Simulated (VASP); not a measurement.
Write the native input for VASP 6.6.1 that does the following.

```yaml
Task: single point
Functional: LDA
Potentials_or_basis: VASP PAW LDA potentials, release 64 (Y_sv)
Cutoff: 520 eV
k_mesh: 19 × 19 × 19
Occupations: fermi-dirac, width 0.1 eV
Spin: no spin polarisation
Dipole_correction: no
Further_INCAR_settings: ALGO = Normal; EDIFF = 1e-06; NBANDS = 12
```

The structure of Y lies in POSCAR:

```
Y
1.0
   -1.9571968573      1.9571968573      1.9571968573
    1.9571968573     -1.9571968573      1.9571968573
    1.9571968573      1.9571968573     -1.9571968573
Y
1
Direct
    0.0000000000      0.0000000000      0.0000000000
```

This isn't the form of Y at room conditions, which is hcp.

One way to write it, as run:

INCAR

```
PREC = Accurate ; ENCUT = 520
EDIFF = 1E-6 ; ISMEAR = -1
SIGMA = 0.1 ; LREAL = False
LASPH = True ; NELM = 60
ALGO = Normal ; ISIF = 2
LWAVE = False ; LCHARG = False
GGA = CA ; NBANDS = 12
```

KPOINTS

```
Automatic mesh
0
Gamma
  19 19 19
```

Potentials or basis: VASP PAW LDA potentials, release 64 (Y_sv).

Run with:

```sh
$ cat potpaw_LDA.64/Y_sv/POTCAR > POTCAR
$ mpirun -np 1 vasp_std > vasp.out
```

Results of the run:

```
Pressure               : -0.1 GPa
Band gap on the k mesh : zero (an odd number of electrons rules out a gap without spin polarisation)
```

Run time: 54 s on 1 thread of Intel(R) Xeon(R) Platinum 8259CL CPU @ 2.50GHz (Skylake/Cascade Lake), with other jobs on the host, peak memory 0.22 GiB.
